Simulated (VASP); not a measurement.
Crystal: CsI.

```
Cs I
1.0
     4.66550    0.00000    0.00000
     0.00000    4.66550    0.00000
     0.00000    0.00000    4.66550
Cs I
1 1
Cartesian
  0.0000 0.0000 0.0000
  2.3328 2.3328 2.3328
```

```yaml
Program: VASP 6.6.1
Task: relaxation of cell and atoms
Functional: LDA
Potentials_or_basis: VASP PAW LDA potentials, release 64 (Cs_sv, I)
Cutoff: 500 eV
k_mesh: 6 × 6 × 6
Occupations: fermi-dirac, width 0.02 eV
Spin: no spin polarisation
```

At the start: pressure -1.9 GPa; volume 50.78 Å³/atom.

Q: How do energy, volume and symmetry change on relaxing?

A: Over 18 steps the energy falls by 54.8 meV/atom and the volume is 42.85 Å³/atom (-15.6 %); space group Pm-3m (No. 221, to 0.1 Å) before and after.

Step by step:
```tsv
step	energy change (eV)	largest force (eV/Å)	pressure (GPa)	volume (Å³)
1	0.0000	0.0000	-1.85	101.55
2	-0.0805	0.0000	-1.14	93.16
3	-0.1090	0.0000	-0.19	86.72
4	-0.1096	0.0000	0.03	85.55
5	-0.1096	0.0000	-0.03	85.85
6	-0.1096	0.0000	-0.03	85.85
7	-0.1096	0.0000	-0.03	85.84
8	-0.1096	0.0000	-0.03	85.84
9	-0.1096	0.0000	-0.03	85.84
10	-0.1096	0.0000	-0.03	85.84
11	-0.1096	0.0000	-0.03	85.84
12	-0.1096	0.0000	-0.03	85.84
13	-0.1096	0.0000	-0.03	85.84
14	-0.1096	0.0000	-0.03	85.84
15	-0.1096	0.0000	-0.03	85.83
16	-0.1096	0.0000	-0.03	85.81
17	-0.1096	0.0000	-0.02	85.77
18	-0.1096	0.0000	0.00	85.69
```

Final structure:
```
CELL_PARAMETERS angstrom
4.40878 0.00000 0.00000
0.00000 4.40878 0.00000
0.00000 0.00000 4.40878
ATOMIC_POSITIONS crystal
Cs 0.00000 0.00000 0.00000
I 0.50000 0.50000 0.50000
```

Caveat: the volume moved by over 15 % at a fixed basis, so the end points are rough.
